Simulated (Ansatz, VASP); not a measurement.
Se: VASP beside Ansatz

The input INCAR:

```
SYSTEM = Se
ALGO = Normal
EDIFF = 1E-6
ENCUT = 520
GGA = PE
ISIF = 2
ISMEAR = 0
LASPH = .True.
LCHARG = .False.
LREAL = .False.
LWAVE = .False.
NBANDS = 13
NELM = 80
PREC = Accurate
SIGMA = 0.1
```

The input KPOINTS:

```
k-points
0
Gamma
  4 4 6
  0 0 0
```

File POSCAR:

```
Se
1.0
    2.8840368000     -2.9985759600      0.0000000000
    2.8840368000      2.9985759600      0.0000000000
    0.0000000000      0.0000000000      2.9963651900
Se
2
Direct
    0.7872381600      0.2127618400      0.5000000000
    0.2127618400      0.7872381600      0.5000000000
```

Input for Ansatz:

```yaml
crystal:
  lattice:
    - [2.8840368, -2.99857596, 0.0]
    - [2.8840368, 2.99857596, 0.0]
    - [0.0, 0.0, 2.99636519]
  atoms:
    - { symbol: Se, position: [0.78723816, 0.21276184, 0.5] }
    - { symbol: Se, position: [0.21276184, 0.78723816, 0.5] }
basis:
  ecutwfc: 420
kpoints:
  mp_grid: { grid: [4, 4, 6] }
hamiltonian:
  xc: pbe
scf:
  occupations: { method: gaussian, width: 0.1 }
  lower_state_search: "off"
output:
  forces: true
  stress: true
  eigenvalues: true
```

Alike in both runs: task single point; functional PBE; k mesh 4 × 4 × 6; occupations gaussian, width 0.1 eV; no spin polarisation.

```csv
,VASP,Ansatz
version,VASP 6.6.1,Ansatz 0.2.0
potentials or method,"VASP PAW PBE potentials, release 64 (Se), cutoff 520 eV","scalar-relativistic, plane waves, PAW"
valence electrons in the cell,12,32
```

```csv
,VASP,Ansatz,Ansatz less VASP
gap on the k mesh at the Fermi level (eV),none,none,-
pressure (GPa),-2.9,-2.9,-0.02
"traceless stress, the component that is largest in VASP (GPa)",-3.28,-3.31,-0.032
rms of the force components (eV/Å),0.040,0.037,-0.0024
```

Atom by atom the forces differ by 0.002 eV/Å (rms over components). A gap of «none» marks a metal or a gap that the smearing closes. VASP's potentials hold 12 valence electrons a cell and Ansatz's 32, so a difference there can come from the potentials and not from the codes.

The k mesh is coarse, so the values compare programs but aren't converged.
